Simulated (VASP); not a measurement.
# CdSe (F-43m) in VASP: a series of runs

Aim: see how the results for CdSe move with the level of theory and the settings. Levels: PBE-based screened hybrid, HSE06. Tasks: single point.

Program: VASP 6.6.1. These are calculated values, not measurements. Logs are shortened: lines on timing, memory, paths and dates and some standing lists are left out, and cuts for length are marked.

**1. The cell of the first run**

Symmetry: F-43m, No. 216, cubic system. The conventional cell has a = 6.136 Å, b = 6.136 Å, c = 6.136 Å, α = 90.00°, β = 90.00°, γ = 90.00°. Cd (site symmetry -43m) has 4 Se at 2.66 Å within 3.5 Å. Se (site symmetry -43m) has 4 Cd at 2.66 Å within 3.5 Å.

**2. Single point, PBE-based screened hybrid**

File POSCAR:

```
CdSe
1.0
    0.0000000000      3.0678017004      3.0678017004
    3.0678017004      0.0000000000      3.0678017004
    3.0678017004      3.0678017004      0.0000000000
Cd Se
1 1
Direct
    0.0000000000      0.0000000000      0.0000000000
    0.7500000000      0.7500000000      0.7500000000
```

File INCAR.step1:

```
SYSTEM = CdSe
PREC     = Accurate       ! precision mode
ENCUT    = 520            ! plane-wave cutoff, eV
EDIFF    = 1E-5           ! SCF threshold, eV
ISMEAR   = 0              ! smearing method
SIGMA    = 0.01           ! smearing width, eV
LREAL    = .FALSE.        ! projectors in reciprocal space
LASPH    = .TRUE.         ! aspherical terms in the spheres
NELM     = 100            ! most SCF steps
ALGO     = Normal         ! electronic algorithm
ISIF     = 2              ! what is computed and relaxed
LWAVE    = .TRUE.         ! write WAVECAR
GGA      = PE             ! functional
NBANDS   = 16             ! bands
```

File INCAR.step2:

```
SYSTEM = CdSe
PREC     = Accurate       ! precision mode
ENCUT    = 520            ! plane-wave cutoff, eV
EDIFF    = 1E-6           ! SCF threshold, eV
ISMEAR   = 0              ! smearing method
SIGMA    = 0.01           ! smearing width, eV
LREAL    = .FALSE.        ! projectors in reciprocal space
LASPH    = .TRUE.         ! aspherical terms in the spheres
NELM     = 100            ! most SCF steps
ALGO     = Normal         ! electronic algorithm
ISIF     = 2              ! what is computed and relaxed
LWAVE    = .FALSE.        ! write WAVECAR
LCHARG   = .TRUE.         ! write CHGCAR
GGA      = PE             ! functional
LHFCALC  = .TRUE.         ! exact exchange
AEXX     = 0.1            ! exact-exchange fraction
HFSCREEN = 0.2078         ! screening, 1/A
PRECFOCK = Normal       
LELF     = .TRUE.         ! ELF
LVHAR    = .TRUE.       
ISTART   = 1            
NBANDS   = 16             ! bands
```

File KPOINTS:

```
regular mesh
0
G
  4 4 4
  0 0 0
```

Potentials or basis: VASP PAW PBE potentials, release 64 (Cd, Se).

Started as:

```
$ cat potpaw_PBE.64/Cd/POTCAR potpaw_PBE.64/Se/POTCAR > POTCAR
$ cp INCAR.step1 INCAR
$ mpirun -np 1 vasp_std > vasp.out
$ cp INCAR.step2 INCAR
$ mpirun -np 1 vasp_std > vasp.out
```

OUTCAR:

```text
SYSTEM = CdSe
   PREC = Accurate
   ENCUT = 520
   EDIFF = 1E-6
   ISMEAR = 0
   LREAL = .FALSE.
   LASPH = .TRUE.
   NELM = 100
   ISIF = 2
   GGA = PE
   LHFCALC = .TRUE.
   AEXX = 0.1
   HFSCREEN = 0.2078
   PRECFOCK = Normal
   ISTART = 1

 ion  position               nearest neighbor table
   1  0.000  0.000  0.000-   2 2.66   2 2.66   2 2.66   2 2.66
   2  0.750  0.750  0.750-   1 2.66   1 2.66   1 2.66   1 2.66

  LATTYP: Found a face centered cubic cell.
 ALAT       =     6.1356034008

  Lattice vectors:

 A1 = (   0.0000000000,   3.0678017004,   3.0678017004)
 A2 = (   3.0678017004,   0.0000000000,   3.0678017004)
 A3 = (   3.0678017004,   3.0678017004,   0.0000000000)

Analysis of symmetry for initial positions (statically):
=====================================================================
 Subroutine PRICEL returns:
 Original cell was already a primitive cell.

 Routine SETGRP: Setting up the symmetry group for a
 face centered cubic supercell.

 Subroutine GETGRP returns: Found 24 space group operations
 (whereof 24 operations were pure point group operations)
 out of a pool of 48 trial point group operations.

The static configuration has the point symmetry T_d .

Analysis of symmetry for dynamics (positions and initial velocities):
=====================================================================
 Subroutine PRICEL returns:
 Original cell was already a primitive cell.

 Routine SETGRP: Setting up the symmetry group for a
 face centered cubic supercell.

 Subroutine GETGRP returns: Found 24 space group operations
 (whereof 24 operations were pure point group operations)
 out of a pool of 48 trial point group operations.

The dynamic configuration has the point symmetry T_d .

 Subroutine INISYM returns: Found 24 space group operations
 (whereof 24 operations are pure point group operations),
 and found     1 'primitive' translations

----------------------------------------------------------------------------------------

                                     Primitive cell

  volume of cell :      57.7447

  direct lattice vectors                    reciprocal lattice vectors
[... 72 lines left out ...]
   EDIFFG = 0.1E-04   stopping-criterion for IOM
   NSW    =      0    number of steps for IOM
   IBRION =     -1    ionic relax: 0-MD 1-quasi-New 2-CG
   NFREE  =      0    steps in history (QN), initial steepest desc. (CG)
   ISIF   =      2    stress and relaxation
   ISYM   =      3    0-nonsym 1-usesym 2-fastsym
   POTIM  = 0.5000    time-step for ionic-motion
   TEBEG  =    0.0;   TEEND  =   0.0 temperature during run
   PSTRESS=    0.0 pullay stress
   NELECT =      18.0000    total number of electrons
   NUPDOWN=      -1.0000    fix difference up-down
   EMIN   =  10.00;   EMAX   =-10.00  energy-range for DOS
   EFERMI =   0.00;   METHOD = LEGACY
   ISMEAR =     0;   SIGMA  =   0.01  broadening in eV -4-tet -1-fermi 0-gaus
   EFERMI_NEDOS =   21; number of points for ismear=-14 and -15
   IALGO  =     38    algorithm
   IMIX   =      1    mixing-type and parameters
     AMIX     =   0.40;   BMIX     =  1.00
     AMIX_MAG =   1.60;   BMIX_MAG =  1.00
  volume/ion in A,a.u.               =      28.87       194.84
  Fermi-wavevector in a.u.,A,eV,Ry     =   1.110014  2.097622 16.764155  1.232131
  Thomas-Fermi vector in A             =   2.246560
   LORBIT       =      0    0 simple, 1 ext, 2 COOP (PROOUT), +10 PAW based schemes
   GGA     = PE    functional components
   LHFCALC =     T    Hartree Fock is set to
   PRECFOCK=normal    Normal, Fast or Accurate (Low or Medium for compatibility)
   ENCUT4O =  -1.0   cutoff for four orbital integrals eV
   NKREDX  =     1    reduce k-point grid by
   NKREDY  =     1    reduce k-point grid by
   NKREDZ  =     1    reduce k-point grid by
   AEXX    =    0.1000 exact exchange contribution
   HFSCREEN=    0.2078 screening length (either q_TF or 0.3 A-1)
   HFSCREENC=   0.2078 screening length for correlation (either q_TF or 0.3 A-1)
   ENCUTFOCK=  -1.0 apply spherical cutoff to Coloumb kernel
   IVDW    =     0    specifies the selected vdW correction
   LEPSILON=     F    determine dielectric tensor
   LRPA    =     F    only Hartree local field effects (RPA)
 non-spin polarized calculation
 Gauss-broadening in eV      SIGMA  =   0.01
  energy-cutoff  :      520.00
  volume of cell :       57.74
 maximum number of plane-waves:      1588
  NGX = 28; NGY = 28; NGZ = 28

 number of electron      18.0000008 magnetization

 Free energy of the ion-electron system (eV)
  ---------------------------------------------------
  ext. energy  EPLUGINS =         0.00000000
  ---------------------------------------------------
  free energy    TOTEN  =        -5.97203976 eV

  energy without entropy =       -5.97203976  energy(sigma->0) =       -5.97203976

 E-fermi :   0.5986     XC(G=0):  -8.1682

 val. band max:        0.5267078352   @ k =   0.0000   0.0000   0.0000
 cond. band min:       1.4366610320   @ k =   0.0000   0.0000   0.0000
 fundamental gap:      0.9099531968
 Fermi energy:         0.5986373581

 k-point     1 :       0.0000    0.0000    0.0000
  band No.  band energies     occupation
      1     -12.3594      2.00000
      2      -7.8304      2.00000
      3      -7.8304      2.00000
      4      -7.8304      2.00000
      5      -7.4852      2.00000
      6      -7.4852      2.00000
[... 129 lines left out ...]
      3      -7.6542      2.00000
      4      -7.5179      2.00000
      5      -7.4796      2.00000
      6      -7.0093      2.00000
[... 8 lines left out ...]
     15      13.5579      0.00000
     16      13.9965      0.00000

------------------------ aborting loop because EDIFF is reached ----------------------------------------

  FORCE on cell =-STRESS in cart. coord.  units (eV):
  Direction    XX          YY          ZZ          XY          YZ          ZX
  --------------------------------------------------------------------------------------
  -------------------------------------------------------------------------------------
  Total        0.4680848      0.4680848      0.4680848      0.0000000      0.0000000      0.0000000
  in kB       12.9874323     12.9874323     12.9874323      0.0000000      0.0000000      0.0000000
  external PRESSURE =      12.9874323 kB  Pullay stress =       0.0000000 kB

 VOLUME and BASIS-vectors are now :
 -----------------------------------------------------------------------------
  energy-cutoff  :      520.00
  volume of cell :       57.74
      direct lattice vectors                 reciprocal lattice vectors
     0.000000000  3.067801700  3.067801700    -0.162983155  0.162983155  0.162983155
     3.067801700  0.000000000  3.067801700     0.162983155 -0.162983155  0.162983155
     3.067801700  3.067801700  0.000000000     0.162983155  0.162983155 -0.162983155

 POSITION                                       TOTAL-FORCE (eV/Angst)
 -----------------------------------------------------------------------------------
      0.00000      0.00000      0.00000         0.000000      0.000000      0.000000
      4.60170      4.60170      4.60170        -0.000000     -0.000000     -0.000000
 -----------------------------------------------------------------------------------
    total drift:                               -0.000085     -0.000084     -0.000056

  FREE ENERGIE OF THE ION-ELECTRON SYSTEM (eV)
  ---------------------------------------------------
  free  energy   TOTEN  =        -5.9720397563 eV

  energy  without entropy=       -5.9720397563  energy(sigma->0) =       -5.97203976
```

It took 24 min on 1 thread of Intel Xeon Platinum 8375C at 2.90GHz (Ice Lake), shared host; peak memory 0.29 GiB.

Results:

- Free energy: -5.9720 eV
- Pressure: 1.3 GPa
- Band gap on the k mesh: 0.91 eV, direct

Levels at points of the mesh, in eV from the valence-band top:
```csv
k point,band 5,band 6,band 7,band 8,band 9,band 10,band 11,band 12,band 13,band 14
"(0.00, 0.00, 0.00)",-8.01,-8.01,0.00,0.00,0.00,0.91,6.33,6.33,6.33,10.15
"(0.50, 0.00, 0.00)",-7.99,-7.72,-4.36,-0.73,-0.73,2.73,6.83,6.83,7.77,10.42
"(0.50, 0.50, 0.00)",-7.96,-7.65,-4.08,-1.82,-1.82,3.49,4.11,9.47,10.60,10.60
```

Caveat: the k points lie up to 0.44 Å⁻¹ apart; the PAW data sets were made with another functional, which shifts forces and pressure a little.

**3. Single point, HSE06**

POSCAR is that of step 2.

File INCAR.step1:

```
PREC = Accurate
ENCUT = 520
EDIFF = 1E-5
ISMEAR = -1
SIGMA = 0.05
LREAL = False
LASPH = True
NELM = 80
ALGO = Normal
ISIF = 2
LWAVE = True
GGA = PE
NBANDS = 16
```

File INCAR.step2:

```
PREC = Accurate
ENCUT = 520
EDIFF = 1E-7
ISMEAR = -1
SIGMA = 0.05
LREAL = False
LASPH = True
NELM = 80
ALGO = Normal
ISIF = 2
LWAVE = False
LCHARG = True
GGA = PE
LHFCALC = True
HFSCREEN = 0.2079
PRECFOCK = Normal
LELF = True
LVHAR = True
ISTART = 1
NBANDS = 16
```

File KPOINTS:

```
regular mesh
0
Gamma
  4 4 4
```

Potentials or basis: VASP PAW PBE potentials, release 64 (Cd, Se).

Started as:

```
$ cat potpaw_PBE.64/Cd/POTCAR potpaw_PBE.64/Se/POTCAR > POTCAR
$ cp INCAR.step1 INCAR
$ mpirun -np 1 vasp_std > vasp.out
$ cp INCAR.step2 INCAR
$ mpirun -np 1 vasp_std > vasp.out
```

It took 27 min on 1 thread of Intel Xeon Platinum 8375C at 2.90GHz (Ice Lake), shared host; peak memory 0.29 GiB.

The run converged. Its results:

```yaml
Free_energy: -6.8133 eV
Pressure: 0.5 GPa
Band_gap_on_the_k_mesh: 1.50 eV, direct
```

Levels at points of the mesh, in eV from the valence-band top:
```tsv
k point	band 5	band 6	band 7	band 8	band 9	band 10	band 11	band 12	band 13	band 14
(0.00, 0.00, 0.00)	-8.72	-8.72	0.00	0.00	0.00	1.50	6.97	6.97	6.97	10.89
(0.50, 0.00, 0.00)	-8.70	-8.41	-4.51	-0.76	-0.76	3.35	7.46	7.46	8.43	11.12
(0.50, 0.50, 0.00)	-8.67	-8.32	-4.21	-1.88	-1.88	4.00	4.72	10.20	11.43	11.43
```

Caveat: the k points lie up to 0.44 Å⁻¹ apart; the PAW data sets were made with another functional, which shifts forces and pressure a little.
